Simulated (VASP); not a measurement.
Set up this calculation in VASP 6.6.1, as the native input.

- Task: relaxation of cell and atoms
- Functional: PBE
- Potentials or basis: VASP PAW PBE potentials, release 64 (Mg, Cd, Te)
- Cutoff: 600 eV
- k mesh: 6 × 6 × 2
- Occupations: gaussian, width 0.1 eV
- Spin: no spin polarisation
- Dipole correction: no
- Further INCAR settings: ALGO = Normal; EDIFF = 1e-06; IBRION = 2; EDIFFG = -0.04; NSW = 90; ISIF = 3

The structure of MgCd2Te3 lies in POSCAR:

```
MgCd2Te3
1.0
    4.3003172900      0.0000000000      0.0000000000
   -2.1501586500      3.7241840200      0.0000000000
    0.0000000000      0.0000000000     10.5335831000
Mg Cd Te
1 2 3
Direct
    0.3333333300      0.6666666700      0.6666666700
    0.0000000000      0.0000000000      0.0000000000
    0.6666666700      0.3333333300      0.3333333300
    0.0000000000      0.0000000000      0.7500000000
    0.3333333300      0.6666666700      0.4166666700
    0.6666666700      0.3333333300      0.0833333300
```

One way to write it, as run:

INCAR

```
  ALGO = Normal
  EDIFF = 1E-6
  EDIFFG = -0.04
  ENCUT = 600
  GGA = PE
  IBRION = 2
  ISIF = 3
  ISMEAR = 0
  LASPH = True
  LCHARG = False
  LREAL = False
  LWAVE = False
  NELM = 60
  NSW = 90
  PREC = Accurate
  SIGMA = 0.1
```

KPOINTS

```
k-points
0
Gamma
  6 6 2
```

Potentials or basis: VASP PAW PBE potentials, release 64 (Mg, Cd, Te).

Launch:

```bash
$ cat potpaw_PBE.64/Mg/POTCAR potpaw_PBE.64/Cd/POTCAR potpaw_PBE.64/Te/POTCAR > POTCAR
$ mpirun -np 1 vasp_std > vasp.out
```

It gave:

The relaxed volume is 35.69 Å³/atom and the relaxed cell is a = 4.659 Å, b = 4.659 Å, c = 11.390 Å, α = 90.00°, β = 90.00°, γ = 120.00°. The space group after relaxing (to 0.1 Å) is P3m1 (No. 156). The energy gained by relaxing is 279.9 meV/atom and the ionic steps are 9. The pressure after relaxing is 0.0 GPa and the largest force after relaxing is 0.013 eV/Å. The band gap on the k mesh is 0.98 eV.

Caveat: the volume moved by over 15 % at a fixed basis, so the end points are rough; spin-orbit coupling is left out, which moves the levels of the heavy elements.

Run time: 4.5 min on 1 thread of Intel(R) Xeon(R) 6975P-C (Granite Rapids), with other jobs on the host, peak memory 0.38 GiB.
